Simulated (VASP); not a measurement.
**Al2O3: relaxation of cell and atoms with PBE**

The system is Al2O3.

```xyz
10
Lattice="2.3803 1.3742 4.3319 -2.3803 1.3742 4.3319 0.0000 -2.7485 4.3319" Properties=species:S:1:pos:R:3 pbc="T T T"
Al    0.0000    0.0000    4.5765
Al    0.0000    0.0000    1.9213
Al    0.0000    0.0000    8.4191
Al    0.0000    0.0000   11.0743
O    -0.9203    1.3742    7.5808
O    -0.7300   -1.4841    7.5808
O     1.6503    0.1099    7.5808
O     0.9203   -1.3742    5.4148
O     0.7300    1.4841    5.4148
O    -1.6503   -0.1099    5.4148
```

```
Program                : VASP 6.6.1
Task                   : relaxation of cell and atoms
Functional             : PBE
Potentials or basis    : VASP PAW PBE potentials, release 64 (Al, O)
Cutoff                 : 600 eV
k mesh                 : 5 × 5 × 5
Occupations            : gaussian, width 0.01 eV
Spin                   : no spin polarisation
Dipole correction      : no
Further INCAR settings : ALGO = Normal; EDIFF = 1e-06; IBRION = 2; EDIFFG = -0.003; NSW = 100; ISIF = 3
```

```
Relaxed volume                         : 8.74 Å³/atom
Relaxed cell                           : a = 5.178 Å, b = 5.178 Å, c = 5.178 Å, α = 55.30°, β = 55.30°, γ = 55.30°
Space group after relaxing (to 0.05 Å) : R-3c (No. 167)
Energy gained by relaxing              : 5.1 meV/atom
Ionic steps                            : 8
Pressure after relaxing                : 0.0 GPa
Band gap on the k mesh                 : 5.87 eV, direct
```

Forces in eV/Å, atoms in the order of the input:
```
Al   0.000  0.000  0.003
Al   0.000  0.000 -0.003
Al   0.000  0.000 -0.003
Al   0.000  0.000  0.003
O   -0.001  0.000  0.000
O    0.000 -0.001  0.000
O    0.000  0.001  0.000
O    0.001  0.000  0.000
O    0.000  0.001  0.000
O    0.000 -0.001  0.000
```

Step by step:
```
step  energy change (eV)  largest force (eV/Å)  pressure (GPa)  volume (Å³)
   1              0.0000                0.0276            6.85        85.02
   2             -0.0141                0.0476           -5.32        89.57
   3             -0.0505                0.0372           -0.02        87.44
   4             -0.0505                0.0370            0.11        87.39
   5             -0.0507                0.0032            0.11        87.40
   6             -0.0507                0.0030            0.11        87.40
   7             -0.0507                0.0025           -0.07        87.47
   8             -0.0507                0.0027           -0.01        87.44
```

Final structure:
```
Al O
1.0
     2.40295    1.38734    4.37173
    -2.40295    1.38734    4.37173
     0.00000   -2.77468    4.37173
Al O
4 6
Direct
  0.35215 0.35215 0.35215
  0.14785 0.14785 0.14785
  0.64785 0.64785 0.64785
  0.85215 0.85215 0.85215
  0.55618 0.94382 0.25000
  0.25000 0.55618 0.94382
  0.94382 0.25000 0.55618
  0.44382 0.05618 0.75000
  0.75000 0.44382 0.05618
  0.05618 0.75000 0.44382
```

Levels at points of the mesh, in eV from the valence-band top:
| k point | band 21 | band 22 | band 23 | band 24 | band 25 | band 26 | band 27 | band 28 |
| --- | --- | --- | --- | --- | --- | --- | --- | --- |
| (0.00, 0.00, 0.00) | -0.46 | -0.03 | -0.03 | 0.00 | 5.87 | 8.92 | 10.39 | 11.28 |

It took 4.7 min on 1 thread of Intel Xeon 6975P-C, on a shared host, peak memory 0.28 GiB.

PBE usually gives volumes a little too large and moduli too small. Zero-point motion and thermal expansion aren't in these numbers.
